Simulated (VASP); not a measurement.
# ZnAu (P4/mmm) in VASP: notebook, part 2 of 2

VASP 6.6.1. Earlier steps stand in the parts before.

**5. Single point, PBE (strain +0.1312 x Voigt [1, 1, 0, 0, 0, 0])**

INCAR reads:

```
SYSTEM = ZnAu
PREC = Accurate ; ENCUT = 520
EDIFF = 1E-7 ; ISMEAR = 0
SIGMA = 0.15 ; LREAL = .FALSE.
LASPH = .TRUE. ; NELM = 100
ALGO = Fast ; ISIF = 2
LWAVE = .FALSE. ; LCHARG = .FALSE.
GGA = PE ; NBANDS = 18
```

KPOINTS reads:

```
Automatic mesh
0
G
  16 16 16
  0 0 0
```

POSCAR reads:

```
ZnAu
1.0
    3.5598864000      0.0000000000      0.0000000000
    0.0000000000      3.5598864000      0.0000000000
    0.0000000000      0.0000000000      3.1470000000
Zn Au
1 1
Direct
    0.5000000000      0.5000000000      0.5000000000
    0.0000000000      0.0000000000      0.0000000000
```

Potentials or basis: VASP PAW PBE potentials, release 64 (Zn, Au).

Launch:

```bash
$ cat potpaw_PBE.64/Zn/POTCAR potpaw_PBE.64/Au/POTCAR > POTCAR
$ mpirun -np 1 vasp_std > vasp.out
```

OUTCAR:

```text
SYSTEM = ZnAu
   PREC = Accurate
   ENCUT = 520
   EDIFF = 1E-7
   ISMEAR = 0
   LREAL = .FALSE.
   LASPH = .TRUE.
   NELM = 100
   ISIF = 2
   GGA = PE

 ion  position               nearest neighbor table
   1  0.500  0.500  0.500-   2 2.97   2 2.97   2 2.97   2 2.97   2 2.97   2 2.97   2 2.97   2 2.97

   2  0.000  0.000  0.000-   1 2.97   1 2.97   1 2.97   1 2.97   1 2.97   1 2.97   1 2.97   1 2.97

  LATTYP: Found a simple tetragonal cell.
 ALAT       =     3.5598864000
 C/A-ratio  =     0.8840169731

  Lattice vectors:

 A1 = (   3.5598864000,   0.0000000000,   0.0000000000)
 A2 = (   0.0000000000,   3.5598864000,   0.0000000000)
 A3 = (   0.0000000000,   0.0000000000,   3.1470000000)

Analysis of symmetry for initial positions (statically):
=====================================================================
 Subroutine PRICEL returns:
 Original cell was already a primitive cell.

 Routine SETGRP: Setting up the symmetry group for a
 simple tetragonal supercell.

 Subroutine GETGRP returns: Found 16 space group operations
 (whereof 16 operations were pure point group operations)
 out of a pool of 16 trial point group operations.

The static configuration has the point symmetry D_4h.

Analysis of symmetry for dynamics (positions and initial velocities):
=====================================================================
 Subroutine PRICEL returns:
 Original cell was already a primitive cell.

 Routine SETGRP: Setting up the symmetry group for a
 simple tetragonal supercell.

 Subroutine GETGRP returns: Found 16 space group operations
 (whereof 16 operations were pure point group operations)
 out of a pool of 16 trial point group operations.

The dynamic configuration has the point symmetry D_4h.

 Subroutine INISYM returns: Found 16 space group operations
 (whereof 16 operations are pure point group operations),
 and found     1 'primitive' translations

----------------------------------------------------------------------------------------

                                     Primitive cell

  volume of cell :      39.8813

  direct lattice vectors                    reciprocal lattice vectors
     3.559886400  0.000000000  0.000000000     0.280907840  0.000000000  0.000000000
     0.000000000  3.559886400  0.000000000     0.000000000  0.280907840  0.000000000
     0.000000000  0.000000000  3.147000000     0.000000000  0.000000000  0.317762949

  length of vectors
     3.559886400  3.559886400  3.147000000     0.280907840  0.280907840  0.317762949

  position of ions in fractional coordinates (direct lattice)
     0.500000000  0.500000000  0.500000000
     0.000000000  0.000000000  0.000000000

  ion indices of the primitive-cell ions
   primitive index   ion index
                 1           1
                 2           2

----------------------------------------------------------------------------------------

 KPOINTS: Automatic mesh

Automatic generation of k-mesh.
 Grid dimensions read from file:
 generate k-points for:   16   16   16

 Generating k-lattice:

  Cartesian coordinates                     Fractional coordinates (reciprocal lattice)
     0.017556740  0.000000000  0.000000000     0.062500000  0.000000000  0.000000000
     0.000000000  0.017556740  0.000000000     0.000000000  0.062500000  0.000000000
     0.000000000  0.000000000  0.019860184     0.000000000  0.000000000  0.062500000

  Length of vectors
     0.017556740  0.017556740  0.019860184

  Shift w.r.t. Gamma in fractional coordinates (k-lattice)
     0.000000000  0.000000000  0.000000000

 Subroutine IBZKPT returns following result:
 ===========================================

 Found    405 irreducible k-points:

 Following reciprocal coordinates:
            Coordinates               Weight
  0.000000  0.000000  0.000000      1.000000
  0.062500  0.000000  0.000000      4.000000
  0.125000  0.000000  0.000000      4.000000
  0.187500  0.000000  0.000000      4.000000
  0.250000  0.000000  0.000000      4.000000
  0.312500  0.000000  0.000000      4.000000
[... 16 lines left out ...]
  0.437500  0.125000  0.000000      8.000000
  0.500000  0.125000  0.000000      4.000000
 [... further k-points ...]
   k-points           NKPTS =    405   k-points in BZ     NKDIM =    405   number of bands    NBANDS=     18
   number of dos      NEDOS =    301   number of ions     NIONS =      2
   total plane-waves  NPLWV =  18816
   dimension x,y,z NGX =    28 NGY =   28 NGZ =   24
   dimension x,y,z NGXF=    56 NGYF=   56 NGZF=   48
   ions per type =               1   1
   NGX,Y,Z   is equivalent  to a cutoff of  13.08, 13.08, 12.68 a.u.
   NGXF,Y,Z  is equivalent  to a cutoff of  26.15, 26.15, 25.36 a.u.
 SYSTEM =  ZnAu
   PREC   = accura    normal or accurate (medium, high low for compatibility)
   ISTART =      0    job   : 0-new  1-cont  2-samecut
   ICHARG =      2    charge: 1-file 2-atom 10-const
   ISPIN  =      1    spin polarized calculation?
   LNONCOLLINEAR =      F non collinear calculations
   LSORBIT =      F    spin-orbit coupling
   LASPH  =      T    aspherical Exc in radial PAW
   ENCUT  =  520.0 eV  38.22 Ry    6.18 a.u.   6.62  6.62  5.85*2*pi/ulx,y,z
   NELM   =    100;   NELMIN=  2; NELMDL= -5     # of ELM steps
   EDIFF  = 0.1E-06   stopping-criterion for ELM
   LREAL  =      F    real-space projection
   EDIFFG = 0.1E-05   stopping-criterion for IOM
   NSW    =      0    number of steps for IOM
   IBRION =     -1    ionic relax: 0-MD 1-quasi-New 2-CG
   NFREE  =      0    steps in history (QN), initial steepest desc. (CG)
   ISIF   =      2    stress and relaxation
   ISYM   =      2    0-nonsym 1-usesym 2-fastsym
   POTIM  = 0.5000    time-step for ionic-motion
   TEBEG  =    0.0;   TEEND  =   0.0 temperature during run
   PSTRESS=    0.0 pullay stress
   NELECT =      23.0000    total number of electrons
   NUPDOWN=      -1.0000    fix difference up-down
   EMIN   =  10.00;   EMAX   =-10.00  energy-range for DOS
   EFERMI =   0.00;   METHOD = LEGACY
   ISMEAR =     0;   SIGMA  =   0.15  broadening in eV -4-tet -1-fermi 0-gaus
   EFERMI_NEDOS =   21; number of points for ismear=-14 and -15
   IALGO  =     68    algorithm
   IMIX   =      4    mixing-type and parameters
     AMIX     =   0.40;   BMIX     =  1.00
     AMIX_MAG =   1.60;   BMIX_MAG =  1.00
  volume/ion in A,a.u.               =      19.94       134.57
  Fermi-wavevector in a.u.,A,eV,Ry     =   1.362682  2.575095 25.264679  1.856902
  Thomas-Fermi vector in A             =   2.489150
   LORBIT       =      0    0 simple, 1 ext, 2 COOP (PROOUT), +10 PAW based schemes
   GGA     = PE    functional components
   LHFCALC =     F    Hartree Fock is set to
   AEXX    =    0.0000 exact exchange contribution
   IVDW    =     0    specifies the selected vdW correction
   LEPSILON=     F    determine dielectric tensor
   LRPA    =     F    only Hartree local field effects (RPA)
 non-spin polarized calculation
 RMM-DIIS sequential band-by-band and
 Gauss-broadening in eV      SIGMA  =   0.15
  energy-cutoff  :      520.00
  volume of cell :       39.88
 maximum number of plane-waves:      1098
 NGX is ok and might be reduce to    28
   NGX = 13   NGY = 13   NGZ = 11

 number of electron      22.9999993 magnetization

 Free energy of the ion-electron system (eV)
  ---------------------------------------------------
  ext. energy  EPLUGINS =         0.00000000
  ---------------------------------------------------
  free energy    TOTEN  =        -4.36063458 eV

  energy without entropy =       -4.35253671  energy(sigma->0) =       -4.35658565

 E-fermi :   4.3534     XC(G=0): -11.0176

 val. band max:        4.3533284066   @ k =   0.1875   0.0000   0.3750
 cond. band min:       4.3548706663   @ k =   0.3125   0.0000   0.2500
 fundamental gap:      0.0015422598
 Fermi energy:         4.3534048360

 k-point     1 :       0.0000    0.0000    0.0000
  band No.  band energies     occupation
      1      -4.1274      2.00000
      2      -2.9051      2.00000
      3      -2.8558      2.00000
      4      -2.6345      2.00000
      5      -2.5327      2.00000
      6      -2.5327      2.00000
[... 10 lines left out ...]
     17      16.3405      0.00000
     18      20.1236      0.00000

 k-point     2 :       0.0625    0.0000    0.0000
  band No.  band energies     occupation
      1      -4.0753      2.00000
      2      -2.9005      2.00000
      3      -2.8476      2.00000
      4      -2.6342      2.00000
      5      -2.5332      2.00000
      6      -2.5311      2.00000
[... 10 lines left out ...]
     17      16.3139      0.00000
     18      19.8376      0.00000
[... 442 lines left out ...]
 k-point    24 :       0.5000    0.1250    0.0000
  band No.  band energies     occupation
      1      -2.8112      2.00000
      2      -2.7100      2.00000
      3      -2.6383      2.00000
      4      -2.5550      2.00000
      5      -2.5096      2.00000
      6      -1.3298      2.00000
[... 10 lines left out ...]
     17      16.3122      0.00000
     18      16.4994      0.00000

 [... further k-points ...]
[... 5 lines left out ...]
  --------------------------------------------------------------------------------------
  -------------------------------------------------------------------------------------
  Total       -3.2518437     -3.2518437     -3.2714176      0.0000000     -0.0000000      0.0000000
  in kB     -130.6385116   -130.6385116   -131.4248679      0.0000000     -0.0000000      0.0000000
  external PRESSURE =    -130.9006304 kB  Pullay stress =       0.0000000 kB

 VOLUME and BASIS-vectors are now :
 -----------------------------------------------------------------------------
  energy-cutoff  :      520.00
  volume of cell :       39.88
      direct lattice vectors                 reciprocal lattice vectors
     3.559886400  0.000000000  0.000000000     0.280907840  0.000000000  0.000000000
     0.000000000  3.559886400  0.000000000     0.000000000  0.280907840  0.000000000
     0.000000000  0.000000000  3.147000000     0.000000000  0.000000000  0.317762949

 POSITION                                       TOTAL-FORCE (eV/Angst)
 -----------------------------------------------------------------------------------
      1.77994      1.77994      1.57350         0.000000      0.000000      0.000000
      0.00000      0.00000      0.00000         0.000000      0.000000      0.000000
 -----------------------------------------------------------------------------------
    total drift:                                0.000000      0.000000      0.000000

  FREE ENERGIE OF THE ION-ELECTRON SYSTEM (eV)
  ---------------------------------------------------
  free  energy   TOTEN  =        -4.3606345833 eV

  energy  without entropy=       -4.3525367070  energy(sigma->0) =       -4.35658565
```

OSZICAR:

```text
N       E                     dE             d eps       ncg     rms          rms(c)
DAV:   1     0.131421420927E+03    0.13142E+03   -0.11244E+04 14796   0.153E+03
DAV:   2     0.117057909671E+01   -0.13025E+03   -0.12356E+03 14832   0.303E+02
DAV:   3    -0.463834258198E+01   -0.58089E+01   -0.57599E+01 16312   0.697E+01
DAV:   4    -0.469155286540E+01   -0.53210E-01   -0.53187E-01 16026   0.595E+00
DAV:   5    -0.469215882735E+01   -0.60596E-03   -0.60595E-03 15666   0.667E-01    0.472E+00
RMM:   6    -0.438654753298E+01    0.30561E+00   -0.80820E-01 14843   0.773E+00    0.342E+00
RMM:   7    -0.436754839472E+01    0.18999E-01   -0.24988E-02 15714   0.148E+00    0.199E+00
RMM:   8    -0.436071669858E+01    0.68317E-02   -0.96921E-03 15832   0.940E-01    0.173E-01
RMM:   9    -0.436070020981E+01    0.16489E-04   -0.17061E-03 16768   0.429E-01    0.141E-01
RMM:  10    -0.436066573415E+01    0.34476E-04   -0.22132E-04 18546   0.143E-01    0.691E-02
RMM:  11    -0.436063918480E+01    0.26549E-04   -0.72032E-05 16969   0.717E-02    0.299E-02
RMM:  12    -0.436063570822E+01    0.34766E-05   -0.15359E-05 17646   0.363E-02    0.186E-02
RMM:  13    -0.436063449759E+01    0.12106E-05   -0.61531E-06 16147   0.203E-02    0.128E-03
RMM:  14    -0.436063458329E+01   -0.85698E-07   -0.96819E-07 15679   0.847E-03
   1 F= -.43606346E+01 E0= -.43565856E+01  d E =-.809788E-02
```

stdout:

```text
POSCAR found type information on POSCAR ZnAu
 POSCAR found :  2 types and       2 ions
 scaLAPACK will be used
 LDA part: xc-table for (Slater+PW92), standard interpolation
 POSCAR, INCAR and KPOINTS ok, starting setup
 FFT: planning ... GRIDC
 FFT: planning ... GRID_SOFT
 FFT: planning ... GRID
 WAVECAR not read
 entering main loop
```

Run time: 2.4 min. Hardware: 1 thread of Intel Xeon Platinum 8375C at 2.90GHz (Ice Lake), shared host; peak memory 0.4 GiB.

Results:

```
Free energy : -4.3606 eV
Pressure    : -13.1 GPa
```

Stress tensor (GPa, compression positive):
```
-13.06   0.00   0.00
  0.00 -13.06   0.00
  0.00   0.00 -13.14
```

Levels at points of the mesh, in eV from the Fermi level:
| k point | band 10 | band 11 | band 12 | band 13 | band 14 | band 15 |
| --- | --- | --- | --- | --- | --- | --- |
| (0.00, 0.00, 0.00) | -3.13 | -3.13 | 3.73 | 3.73 | 5.56 | 6.96 |
| (0.50, 0.00, 0.00) | -3.56 | -3.17 | -2.58 | 8.30 | 8.47 | 8.55 |
| (0.50, 0.50, 0.00) | -3.03 | -1.33 | -1.33 | -0.53 | 0.75 | 10.78 |
| (0.00, 0.00, 0.50) | -3.86 | -3.42 | -1.35 | 8.82 | 8.94 | 9.12 |
| (0.50, 0.00, 0.50) | -2.73 | -0.87 | -0.64 | 0.80 | 1.51 | 8.56 |
| (0.50, 0.50, 0.50) | -2.61 | 0.85 | 2.57 | 3.38 | 3.83 | 3.83 |

Caveat: the cell differs from its parent crystal (strain +0.1312 x Voigt [1, 1, 0, 0, 0, 0]); spin-orbit coupling is left out, which moves the levels of the heavy elements.

**6. Summary**

| cell | further INCAR settings | gap on the mesh (eV) | pressure (GPa) |
| --- | --- | --- | --- |
| a = 2.675, b = 2.675, c = 3.147 Å, 2 atoms | ALGO = Fast; EDIFF = 1e-06; NBANDS = 18 | none | 114.9 |
| a = 2.793, b = 2.793, c = 3.147 Å, 2 atoms | ALGO = Fast; EDIFF = 1e-07; NBANDS = 18 | none | 69.3 |
| a = 3.501, b = 3.501, c = 3.147 Å, 2 atoms | ALGO = Fast; EDIFF = 1e-06; NBANDS = 18 | none | -12.2 |
| a = 3.560, b = 3.560, c = 3.147 Å, 2 atoms | ALGO = Fast; EDIFF = 1e-07; NBANDS = 18 | none | -13.1 |

Alike in all rows: task single point; level PBE; potentials or basis VASP PAW PBE potentials, release 64 (Zn, Au); no spin polarisation; k mesh 16 × 16 × 16; cutoff (eV) 520; smearing gaussian 0.15 eV.

Caveats: spin-orbit coupling is left out, which moves the levels of the heavy elements.

Absolute energies hang on the potentials; compare differences alone.
